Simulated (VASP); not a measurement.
Write the native input for VASP 6.6.1 that does the following.

- Task: single point
- Functional: PBEsol
- Potentials or basis: VASP PAW PBE potentials, release 64 (Re)
- Cutoff: 520 eV
- k mesh: 20 × 20 × 20
- Occupations: gaussian, width 0.15 eV
- Spin: no spin polarisation
- Dipole correction: no
- Further INCAR settings: ALGO = Fast; EDIFF = 1e-07; NBANDS = 10

The structure of Re lies in POSCAR:

```
Re
1.0
    0.0000000000      1.8762500000      2.0737500000
    1.8762500000      0.0000000000      2.0737500000
    1.8762500000      1.8762500000      0.0000000000
Re
1
Direct
    0.0000000000      0.0000000000      0.0000000000
```

This cell differs from its parent crystal: strain -0.050 along x and y, +0.050 along z.

One way to write it, as run:

INCAR

```
SYSTEM = Re
PREC     = Accurate       ! precision mode
ENCUT    = 520            ! plane-wave cutoff, eV
EDIFF    = 1E-7           ! SCF threshold, eV
ISMEAR   = 0              ! smearing method
SIGMA    = 0.15           ! smearing width, eV
LREAL    = .FALSE.        ! projectors in reciprocal space
LASPH    = .TRUE.         ! aspherical terms in the spheres
NELM     = 60             ! most SCF steps
ALGO     = Fast           ! electronic algorithm
ISIF     = 2              ! what is computed and relaxed
LWAVE    = .FALSE.        ! write WAVECAR
LCHARG   = .FALSE.        ! write CHGCAR
GGA      = PS             ! functional
NBANDS   = 10             ! bands
```

KPOINTS

```
Automatic mesh
0
G
  20 20 20
  0 0 0
```

Potentials or basis: VASP PAW PBE potentials, release 64 (Re).

Run with:

```sh
$ cat potpaw_PBE.64/Re/POTCAR > POTCAR
$ mpirun -np 1 vasp_std > vasp.out
```

It gave:

* Pressure: 1.7 GPa
* Band gap on the k mesh: zero (an odd number of electrons rules out a gap without spin polarisation)

Caveat: the cell differs from its parent crystal (strain -0.050 along x and y, +0.050 along z); the PAW data sets were made with another functional, which shifts forces and pressure a little; spin-orbit coupling is left out, which moves the levels of the heavy elements.

Run time: 37 s on 1 thread of Intel(R) Xeon(R) 6975P-C (Granite Rapids), with other jobs on the host, peak memory 0.22 GiB.
